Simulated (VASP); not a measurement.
# Mg3ZrN2 (P4/mmm) in VASP: relaxation of cell and atoms with PBE

Aim: the relaxation of cell and atoms of Mg3ZrN2 with PBE.

All numbers are computed with VASP 6.6.1; they aren't measurements. Logs are shortened: lines on timing, memory, paths and dates and some standing lists are left out, and cuts for length are marked.

### Step 1. The cell of the first run

The structure is tetragonal, space group P4/mmm (No. 123). The conventional cell has a = 4.601 Å, b = 4.601 Å, c = 4.384 Å, α = 90.00°, β = 90.00°, γ = 90.00°. Within 3.0 Å of Mg (site symmetry mmm) lie 2 Zr at 2.30 Å and 2 N at 2.30 Å. Mg (site symmetry 4/mmm) has 2 Zr at 2.19 Å within 2.9 Å. Zr (site symmetry 4/mmm) has 6 Mg at 2.19 to 2.30 Å within 2.9 Å. Within 2.9 Å of N (site symmetry 4/mmm) lie 2 N at 2.19 Å and 4 Mg at 2.30 Å. N (site symmetry 4/mmm) has 2 N at 2.19 Å within 2.9 Å.

The cell was generated, and may not be a known phase.

### Step 2. Relaxation of cell and atoms, PBE

The input, INCAR:

```
SYSTEM = Mg3ZrN2
  PREC = Accurate
  ENCUT = 840
  EDIFF = 1E-7
  ISMEAR = 0
  SIGMA = 0.2
  LREAL = .False.
  LASPH = .True.
  NELM = 120
  ALGO = Normal
  ISIF = 3
  LWAVE = .False.
  LCHARG = .False.
  GGA = PE
  IBRION = 2
  NSW = 36
  EDIFFG = -0.08
  GGA_COMPAT = .False.
  NELMIN = 4
```

The input, KPOINTS:

```
Automatic mesh
0
Gamma
  4 4 4
  0 0 0
```

The input, POSCAR:

```
Mg3ZrN2
1.0
    4.6010861500      0.0000000000      0.0000000000
    0.0000000000      4.6010861500      0.0000000000
    0.0000000000      0.0000000000      4.3839469200
Mg Zr N
3 1 2
Direct
    0.0000000000      0.5000000000      0.5000000000
    0.5000000000      0.0000000000      0.5000000000
    0.0000000000      0.0000000000      0.0000000000
    0.0000000000      0.0000000000      0.5000000000
    0.5000000000      0.5000000000      0.5000000000
    0.5000000000      0.5000000000      0.0000000000
```

Potentials or basis: VASP PAW PBE potentials, release 64 (Mg_sv, Zr_sv, N).

The run is started by

```
> cat potpaw_PBE.64/Mg_sv/POTCAR potpaw_PBE.64/Zr_sv/POTCAR potpaw_PBE.64/N/POTCAR > POTCAR
> mpirun -np 1 vasp_std > vasp.out
```

OUTCAR:

```text
SYSTEM = Mg3ZrN2
   PREC = Accurate
   ENCUT = 840
   EDIFF = 1E-7
   ISMEAR = 0
   LREAL = .False.
   LASPH = .True.
   NELM = 120
   ISIF = 3
   GGA = PE
   IBRION = 2
   NSW = 36
   EDIFFG = -0.08
   NELMIN = 4

 ion  position               nearest neighbor table
   1  0.000  0.500  0.500-   4 2.30   4 2.30
   2  0.500  0.000  0.500-   4 2.30   4 2.30
   3  0.000  0.000  0.000-   4 2.19   4 2.19
   4  0.000  0.000  0.500-   3 2.19   3 2.19   1 2.30   2 2.30   1 2.30   2 2.30
   5  0.500  0.500  0.500-
   6  0.500  0.500  0.000-

  LATTYP: Found a simple tetragonal cell.
 ALAT       =     4.6010861500
 C/A-ratio  =     0.9528069628

  Lattice vectors:

 A1 = (   4.6010861500,   0.0000000000,   0.0000000000)
 A2 = (   0.0000000000,   4.6010861500,   0.0000000000)
 A3 = (   0.0000000000,   0.0000000000,   4.3839469200)

Analysis of symmetry for initial positions (statically):
=====================================================================
 Subroutine PRICEL returns:
 Original cell was already a primitive cell.

 Routine SETGRP: Setting up the symmetry group for a
 simple tetragonal supercell.

 Subroutine GETGRP returns: Found 16 space group operations
 (whereof 16 operations were pure point group operations)
 out of a pool of 16 trial point group operations.

The static configuration has the point symmetry D_4h.

Analysis of symmetry for dynamics (positions and initial velocities):
=====================================================================
 Subroutine PRICEL returns:
 Original cell was already a primitive cell.

 Routine SETGRP: Setting up the symmetry group for a
 simple tetragonal supercell.

 Subroutine GETGRP returns: Found 16 space group operations
 (whereof 16 operations were pure point group operations)
 out of a pool of 16 trial point group operations.

The dynamic configuration has the point symmetry D_4h.

 Subroutine INISYM returns: Found 16 space group operations
 (whereof 16 operations are pure point group operations),
 and found     1 'primitive' translations

----------------------------------------------------------------------------------------

                                     Primitive cell

  volume of cell :      92.8081

  direct lattice vectors                    reciprocal lattice vectors
     4.601086150  0.000000000  0.000000000     0.217339986  0.000000000  0.000000000
     0.000000000  4.601086150  0.000000000     0.000000000  0.217339986  0.000000000
     0.000000000  0.000000000  4.383946920     0.000000000  0.000000000  0.228104952

  length of vectors
     4.601086150  4.601086150  4.383946920     0.217339986  0.217339986  0.228104952

  position of ions in fractional coordinates (direct lattice)
     0.000000000  0.500000000  0.500000000
     0.500000000  0.000000000  0.500000000
     0.000000000  0.000000000  0.000000000
     0.000000000  0.000000000  0.500000000
     0.500000000  0.500000000  0.500000000
     0.500000000  0.500000000  0.000000000

  ion indices of the primitive-cell ions
   primitive index   ion index
                 1           1
                 2           2
                 3           3
                 4           4
                 5           5
                 6           6

----------------------------------------------------------------------------------------

 KPOINTS: Automatic mesh

Automatic generation of k-mesh.
 Grid dimensions read from file:
 generate k-points for:    4    4    4

 Generating k-lattice:

  Cartesian coordinates                     Fractional coordinates (reciprocal lattice)
     0.054334997  0.000000000  0.000000000     0.250000000  0.000000000  0.000000000
     0.000000000  0.054334997  0.000000000     0.000000000  0.250000000  0.000000000
     0.000000000  0.000000000  0.057026238     0.000000000  0.000000000  0.250000000

  Length of vectors
     0.054334997  0.054334997  0.057026238

  Shift w.r.t. Gamma in fractional coordinates (k-lattice)
     0.000000000  0.000000000  0.000000000

 Subroutine IBZKPT returns following result:
 ===========================================

 Found     18 irreducible k-points:

 Following reciprocal coordinates:
            Coordinates               Weight
  0.000000  0.000000  0.000000      1.000000
  0.250000  0.000000  0.000000      4.000000
  0.500000  0.000000  0.000000      2.000000
  0.250000  0.250000  0.000000      4.000000
  0.500000  0.250000  0.000000      4.000000
  0.500000  0.500000  0.000000      1.000000
[... 10 lines left out ...]
  0.500000  0.250000  0.500000      4.000000
  0.500000  0.500000  0.500000      1.000000
   k-points           NKPTS =     18   k-points in BZ     NKDIM =     18   number of bands    NBANDS=     31
   number of dos      NEDOS =    301   number of ions     NIONS =      6
   total plane-waves  NPLWV =  96768
   dimension x,y,z NGX =    48 NGY =   48 NGZ =   42
   dimension x,y,z NGXF=    96 NGYF=   96 NGZF=   84
   ions per type =               3   1   2
   NGX,Y,Z   is equivalent  to a cutoff of  17.34, 17.34, 15.93 a.u.
   NGXF,Y,Z  is equivalent  to a cutoff of  34.69, 34.69, 31.85 a.u.
 SYSTEM =  Mg3ZrN2
   PREC   = accura    normal or accurate (medium, high low for compatibility)
   ISTART =      0    job   : 0-new  1-cont  2-samecut
   ICHARG =      2    charge: 1-file 2-atom 10-const
   ISPIN  =      1    spin polarized calculation?
   LNONCOLLINEAR =      F non collinear calculations
   LSORBIT =      F    spin-orbit coupling
   LASPH  =      T    aspherical Exc in radial PAW
   ENCUT  =  840.0 eV  61.74 Ry    7.86 a.u.  10.87 10.87 10.36*2*pi/ulx,y,z
   NELM   =    120;   NELMIN=  4; NELMDL= -5     # of ELM steps
   EDIFF  = 0.1E-06   stopping-criterion for ELM
   LREAL  =      F    real-space projection
   EDIFFG = -.8E-01   stopping-criterion for IOM
   NSW    =     36    number of steps for IOM
   IBRION =      2    ionic relax: 0-MD 1-quasi-New 2-CG
   NFREE  =      1    steps in history (QN), initial steepest desc. (CG)
   ISIF   =      3    stress and relaxation
   ISYM   =      2    0-nonsym 1-usesym 2-fastsym
   POTIM  = 0.5000    time-step for ionic-motion
   TEBEG  =    0.0;   TEEND  =   0.0 temperature during run
   PSTRESS=    0.0 pullay stress
   NELECT =      52.0000    total number of electrons
   NUPDOWN=      -1.0000    fix difference up-down
   EMIN   =  10.00;   EMAX   =-10.00  energy-range for DOS
   EFERMI =   0.00;   METHOD = LEGACY
   ISMEAR =     0;   SIGMA  =   0.20  broadening in eV -4-tet -1-fermi 0-gaus
   EFERMI_NEDOS =   21; number of points for ismear=-14 and -15
   IALGO  =     38    algorithm
   IMIX   =      4    mixing-type and parameters
     AMIX     =   0.40;   BMIX     =  1.00
     AMIX_MAG =   1.60;   BMIX_MAG =  1.00
  volume/ion in A,a.u.               =      15.47       104.38
  Fermi-wavevector in a.u.,A,eV,Ry     =   1.349628  2.550426 24.782938  1.821495
  Thomas-Fermi vector in A             =   2.477199
   LORBIT       =      0    0 simple, 1 ext, 2 COOP (PROOUT), +10 PAW based schemes
   GGA     = PE    functional components
   LHFCALC =     F    Hartree Fock is set to
   AEXX    =    0.0000 exact exchange contribution
   IVDW    =     0    specifies the selected vdW correction
   LEPSILON=     F    determine dielectric tensor
   LRPA    =     F    only Hartree local field effects (RPA)
 conjugate gradient relaxation of ions
 non-spin polarized calculation
 Gauss-broadening in eV      SIGMA  =   0.20
  energy-cutoff  :      840.00
  volume of cell :       92.81
 maximum number of plane-waves:      5168
 NGX is ok and might be reduce to    48
   NGX = 21   NGY = 21   NGZ = 21

--------------------------------------- Ionic step        1  -------------------------------------------

 number of electron      52.0000007 magnetization

 Free energy of the ion-electron system (eV)
  ---------------------------------------------------
  ext. energy  EPLUGINS =         0.00000000
  ---------------------------------------------------
  free energy    TOTEN  =       -11.61938324 eV

  energy without entropy =      -11.42078140  energy(sigma->0) =      -11.52008232

 E-fermi :   4.2446     XC(G=0): -10.1418

 val. band max:        4.2309768333   @ k =   0.5000   0.0000   0.5000
 cond. band min:       4.2453323070   @ k =   0.0000   0.0000   0.0000
 fundamental gap:      0.0143554737
 Fermi energy:         4.2446207718

 k-point     1 :       0.0000    0.0000    0.0000
  band No.  band energies     occupation
      1     -71.7881      2.00000
      2     -71.4497      2.00000
      3     -71.4475      2.00000
      4     -43.7894      2.00000
      5     -38.8724      2.00000
      6     -38.4478      2.00000
[... 23 lines left out ...]
     30       7.7220      0.00000
     31       8.0607      0.00000
[... 838 lines left out ...]
 POSITION                                       TOTAL-FORCE (eV/Angst)
 -----------------------------------------------------------------------------------
      0.00000      2.59064      2.77473         0.000000     -0.000000      0.000000
      2.59064      0.00000      2.77473         0.000000      0.000000      0.000000
      0.00000      0.00000      0.00000         0.000000      0.000000      0.000000
      0.00000      0.00000      2.77473         0.000000      0.000000      0.000000
      2.59064      2.59064      2.77473         0.000000     -0.000000      0.000000
      2.59064      2.59064     -0.00000         0.000000      0.000000      0.000000
 -----------------------------------------------------------------------------------
    total drift:                                0.000000      0.000000     -0.000000

  FREE ENERGIE OF THE ION-ELECTRON SYSTEM (eV)
  ---------------------------------------------------
  free  energy   TOTEN  =       -15.2468967584 eV

  energy  without entropy=      -15.0729035954  energy(sigma->0) =      -15.15990018

--------------------------------------- Ionic step        8  -------------------------------------------

 number of electron      52.0000002 magnetization

 Free energy of the ion-electron system (eV)
  ---------------------------------------------------
  ext. energy  EPLUGINS =         0.00000000
  ---------------------------------------------------
  free energy    TOTEN  =       -15.24872398 eV

  energy without entropy =      -15.07736059  energy(sigma->0) =      -15.16304228

 E-fermi :   1.2206     XC(G=0):  -8.2576

 val. band max:        1.2138514172   @ k =   0.0000   0.0000   0.5000
 cond. band min:       1.2503609924   @ k =   0.5000   0.2500   0.2500
 fundamental gap:      0.0365095752
 Fermi energy:         1.2205821648

 k-point     1 :       0.0000    0.0000    0.0000
  band No.  band energies     occupation
      1     -74.6880      2.00000
      2     -74.3888      2.00000
      3     -74.3887      2.00000
      4     -47.4478      2.00000
      5     -41.4706      2.00000
      6     -41.4568      2.00000
[... 23 lines left out ...]
     30       2.5648      0.00000
     31       2.6859      0.00000
[... 589 lines left out ...]
 VOLUME and BASIS-vectors are now :
 -----------------------------------------------------------------------------
  energy-cutoff  :      840.00
  volume of cell :      148.47
      direct lattice vectors                 reciprocal lattice vectors
     5.161148267  0.000000000  0.000000000     0.193755333  0.000000000  0.000000000
     0.000000000  5.161148267 -0.000000000     0.000000000  0.193755333 -0.000000000
     0.000000000  0.000000000  5.573707723     0.000000000  0.000000000  0.179413785

 POSITION                                       TOTAL-FORCE (eV/Angst)
 -----------------------------------------------------------------------------------
      0.00000      2.58057      2.78685         0.000000     -0.000000      0.000000
      2.58057      0.00000      2.78685         0.000000      0.000000      0.000000
      0.00000      0.00000      0.00000         0.000000      0.000000      0.000000
      0.00000      0.00000      2.78685         0.000000      0.000000      0.000000
      2.58057      2.58057      2.78685         0.000000     -0.000000      0.000000
      2.58057      2.58057     -0.00000         0.000000      0.000000      0.000000
 -----------------------------------------------------------------------------------
    total drift:                                0.000000      0.000000     -0.000000

  FREE ENERGIE OF THE ION-ELECTRON SYSTEM (eV)
  ---------------------------------------------------
  free  energy   TOTEN  =       -15.2487239821 eV

  energy  without entropy=      -15.0773605879  energy(sigma->0) =      -15.16304228

 reached required accuracy - stopping structural energy minimisation
```

Run time: 7.9 min. Hardware: 1 thread of Intel Xeon 6975P-C (Granite Rapids), shared host; peak memory 0.37 GiB.

What came out:

* Free energy: -15.2487 eV
* Relaxed volume: 24.74 Å³/atom
* Relaxed cell: a = 5.161 Å, b = 5.161 Å, c = 5.574 Å, α = 90.00°, β = 90.00°, γ = 90.00°
* Space group after relaxing (to 0.1 Å): P4/mmm (No. 123)
* Energy gained by relaxing: 604.9 meV/atom
* Ionic steps: 8
* Pressure after relaxing: 0.2 GPa
* Band gap on the k mesh: zero (bands 26 and 27 overlap by 0.36 eV)

Stress tensor (GPa, compression positive):
```
0.14 0.00 0.00
0.00 0.14 0.00
0.00 0.00 0.28
```

Step by step:
| step | energy change (eV) | largest force (eV/Å) | pressure (GPa) | volume (Å³) |
| --- | --- | --- | --- | --- |
| 1 | 0.0000 | 0.0000 | 26.42 | 92.81 |
| 2 | -3.3712 | 0.0000 | 3.88 | 131.20 |
| 3 | -3.5873 | 0.0000 | 1.10 | 143.39 |
| 4 | -3.4390 | 0.0000 | -2.84 | 169.89 |
| 5 | -3.6184 | 0.0000 | -0.27 | 151.10 |
| 6 | -3.6180 | 0.0000 | -0.05 | 149.75 |
| 7 | -3.6275 | 0.0000 | 0.09 | 148.98 |
| 8 | -3.6293 | 0.0000 | 0.19 | 148.47 |

Final structure:
```xyz
6
Lattice="5.1611 0.0000 0.0000 0.0000 5.1611 0.0000 0.0000 0.0000 5.5737" Properties=species:S:1:pos:R:3 pbc="T T T"
Mg    0.0000    2.5806    2.7869
Mg    2.5806    0.0000    2.7869
Mg    0.0000    0.0000    0.0000
Zr    0.0000    0.0000    2.7869
N     2.5806    2.5806    2.7869
N     2.5806    2.5806    0.0000
```

Caveat: the volume moved by over 15 % at a fixed basis, so the end points are rough.

The gap in the log of VASP goes by the Fermi energy; the results here count the filled bands.